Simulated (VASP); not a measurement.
Crystal: ZnSn2N2.

```
Zn Sn N
1.0
     4.70681    0.00000    0.00000
    -2.35341    4.07622    0.00000
     0.00000    0.00000    4.52164
Zn Sn N
1 2 2
Direct
  0.00000 0.00000 0.00000
  0.33333 0.66667 0.50000
  0.66667 0.33333 0.50000
  0.33333 0.66667 0.00000
  0.66667 0.33333 0.00000
```

The cell was generated, and may not be a known phase.

```yaml
Program: VASP 6.6.1
Task: relaxation of cell and atoms
Functional: PBE
Potentials_or_basis: VASP PAW PBE potentials, release 64 (Zn, Sn_d, N)
Cutoff: 600 eV
k_mesh: 12 × 12 × 8
Occupations: gaussian, width 0.1 eV
Spin: no spin polarisation
```

At the start: pressure 0.6 GPa; volume 17.35 Å³/atom.

Q: How do energy, volume and symmetry change on relaxing?

A: Over 7 steps the energy falls by 5.0 meV/atom; space group P6/mmm (No. 191, to 0.1 Å) before and after.

Step by step:
| step | energy change (eV) | largest force (eV/Å) | pressure (GPa) | volume (Å³) |
| --- | --- | --- | --- | --- |
| 1 | 0.0000 | 0.0000 | 0.60 | 86.75 |
| 2 | -0.0191 | 0.0000 | -0.53 | 87.56 |
| 3 | -0.0205 | 0.0000 | -0.91 | 87.86 |
| 4 | -0.0248 | 0.0000 | -0.04 | 86.74 |
| 5 | -0.0248 | 0.0000 | -0.06 | 86.78 |
| 6 | -0.0248 | 0.0000 | -0.08 | 86.80 |
| 7 | -0.0248 | 0.0000 | 0.00 | 86.74 |

Final structure:
```
Zn Sn N
1.0
     4.65246    0.00000    0.00000
    -2.32623    4.02915    0.00000
     0.00000    0.00000    4.62713
Zn Sn N
1 2 2
Direct
  0.00000 0.00000 0.00000
  0.33333 0.66667 0.50000
  0.66667 0.33333 0.50000
  0.33333 0.66667 0.00000
  0.66667 0.33333 0.00000
```
